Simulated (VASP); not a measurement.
A run of VASP 6.6.1:

INCAR

```
SYSTEM = Fe
PREC     = Accurate       ! precision mode
ENCUT    = 520            ! plane-wave cutoff, eV
EDIFF    = 1E-6           ! SCF threshold, eV
ISMEAR   = -1             ! smearing method
SIGMA    = 0.1            ! smearing width, eV
LREAL    = .False.        ! projectors in reciprocal space
LASPH    = .True.         ! aspherical terms in the spheres
NELM     = 150            ! most SCF steps
ALGO     = Normal         ! electronic algorithm
ISIF     = 2              ! what is computed and relaxed
LWAVE    = .False.        ! write WAVECAR
LCHARG   = .False.        ! write CHGCAR
ISPIN    = 2              ! spin polarisation
MAGMOM   = 2.208          ! initial moments
LORBIT   = 11             ! projections on sites
LMAXMIX  = 4              ! l up to which the mixer works
GGA      = PE             ! functional
NBANDS   = 14             ! bands
```

File KPOINTS:

```
regular mesh
0
Gamma
  15 15 15
  0 0 0
```

POSCAR

```
Fe
1.0
   -1.4163059769      1.4163059769      1.4163059769
    1.4163059769     -1.4163059769      1.4163059769
    1.4163059769      1.4163059769     -1.4163059769
Fe
1
Direct
    0.0000000000      0.0000000000      0.0000000000
```

Potentials or basis: VASP PAW PBE potentials, release 64 (Fe).

Run with:

```console
$ cat potpaw_PBE.64/Fe/POTCAR > POTCAR
$ mpirun -np 1 vasp_std > vasp.out
```

Hardware: 1 thread of Intel(R) Xeon(R) Platinum 8559C (Emerald Rapids), on a shared host.

Problem. Estimate the wall time of this run.

Solution. Wall time 18 s on 1 thread of Intel(R) Xeon(R) Platinum 8559C (Emerald Rapids), on a shared host, peak memory 0.14 GiB. Counts: scf iterations 13, k points 120.
